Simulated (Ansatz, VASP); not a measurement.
# One calculation of K2S, two programs

```
CELL_PARAMETERS angstrom
-0.02981 3.70272 3.70272
3.70272 -0.02981 3.70272
3.67291 3.67291 0.00000
ATOMIC_POSITIONS crystal
K 0.25148 0.25148 0.24852
K 0.74852 0.74852 0.75148
S 0.00000 0.00000 0.00000
```

Change from the starting cell: shear_xy strain -1.6%.

Alike in both runs: task single point; functional r2SCAN; k mesh 6 × 6 × 6; no spin polarisation.

|  | VASP | Ansatz |
| --- | --- | --- |
| version | VASP 6.6.1 | Ansatz 0.2.0 |
| potentials or method | VASP PAW PBE potentials, release 64 (K_sv, S) | plane waves, PAW |
| plane-wave cutoff (eV) | 550 | 500 |
| occupations | gaussian, width 0.01 eV | fixed |
| valence electrons in the cell | 24 | 24 |

Ansatz gave:

| Item | Value |
| --- | --- |
| gap on the k mesh at the Fermi level (eV) | 2.74 |
| pressure (GPa) | 0.0 |
| traceless stress, the component that is largest in VASP (GPa) | 0.14 |

Task: Which values does VASP return?

Result: gap on the k mesh at the Fermi level (eV): 2.74; pressure (GPa): 0.0; traceless stress, the component that is largest in VASP (GPa): 0.15.

VASP's potentials were made for PBE, not for r2SCAN.
